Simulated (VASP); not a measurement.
TiSb2, 6 atoms in the cell. The structure is tetragonal, space group I4/mcm (No. 140). Conventional cell: a = 6.748 Å, b = 6.748 Å, c = 5.895 Å, α = 90.00°, β = 90.00°, γ = 90.00°. Within 3.9 Å of Ti (site symmetry 422) lie 2 Ti at 2.95 Å and 8 Sb at 2.96 Å. Sb (site symmetry m2m) has 11 Sb at 2.89 to 3.63 Å and 4 Ti at 2.96 Å within 3.8 Å. 

| Item | Value |
| --- | --- |
| Program | VASP 6.6.1 |
| Task | single point |
| Functional | LDA |
| Potentials or basis | VASP PAW LDA potentials, release 64 (Ti_sv, Sb) |
| Cutoff | 520 eV |
| k mesh | 6 × 6 × 6 |
| Occupations | fermi-dirac, width 0.02 eV |
| Spin | no spin polarisation |
| Dipole correction | no |
| Further INCAR settings | ALGO = Normal; EDIFF = 1e-07; NBANDS = 31 |

Potentials or basis: VASP PAW LDA potentials, release 64 (Ti_sv, Sb).

Launch:

```console
$ cat potpaw_LDA.64/Ti_sv/POTCAR potpaw_LDA.64/Sb/POTCAR > POTCAR
$ mpirun -np 1 vasp_std > vasp.out
```

Hardware: 1 thread of Oxide Virtual Turin-like Processor, on a shared host.

Problem. Estimate the wall time of this run.

Solution. Wall time 2.6 min on 1 thread of Oxide Virtual Turin-like Processor (shared host), peak memory 0.24 GiB. Counts: scf iterations 16, k points 30.
